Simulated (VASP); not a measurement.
## GaP: relaxation of the atoms with PBE

The system is GaP.

```
CELL_PARAMETERS angstrom
0.00000 2.72525 2.72525
2.72525 0.00000 2.72525
2.72525 2.72525 0.00000
ATOMIC_POSITIONS crystal
Ga 0.00000 0.00000 0.00000
P 0.25000 0.25000 0.25000
```

```yaml
Program: VASP 6.6.1
Task: relaxation of the atoms
Functional: PBE
Potentials_or_basis: VASP PAW PBE potentials, release 64 (Ga_d, P)
Cutoff: 520 eV
k_mesh: 14 × 14 × 14
Occupations: fermi-dirac, width 0.02 eV
Spin: no spin polarisation
Dipole_correction: no
Further_INCAR_settings: ALGO = Normal; EDIFF = 1e-06; IBRION = 2; EDIFFG = -0.02; NSW = 80
```

| Item | Value |
| --- | --- |
| Pressure after relaxing | 2.4 GPa |
| Band gap on the k mesh | 1.59 eV, indirect (least direct gap 1.83 eV) |

Final structure:
```
CELL_PARAMETERS angstrom
0.00000 2.72525 2.72525
2.72525 0.00000 2.72525
2.72525 2.72525 0.00000
ATOMIC_POSITIONS crystal
Ga 0.00000 0.00000 0.00000
P 0.25000 0.25000 0.25000
```

Levels at points of the mesh, in eV from the valence-band top:
```
           k point  band 7  band 8  band 9  band 10  band 11  band 12
(0.00, 0.00, 0.00)    0.00    0.00    0.00     1.83     3.89     3.89
(0.50, 0.00, 0.00)   -6.63   -1.12   -1.12     1.67     4.72     4.72
(0.50, 0.50, 0.00)   -6.75   -2.68   -2.68     1.66     1.82    10.60
```

Wall time 38 s on 1 thread of Intel Xeon 6975P-C (shared host), peak memory 0.21 GiB.

Caveat: the relaxation stopped at its first step, so nothing moved. Expect the measured gap to be larger: semilocal functionals such as PBE lack the derivative discontinuity.
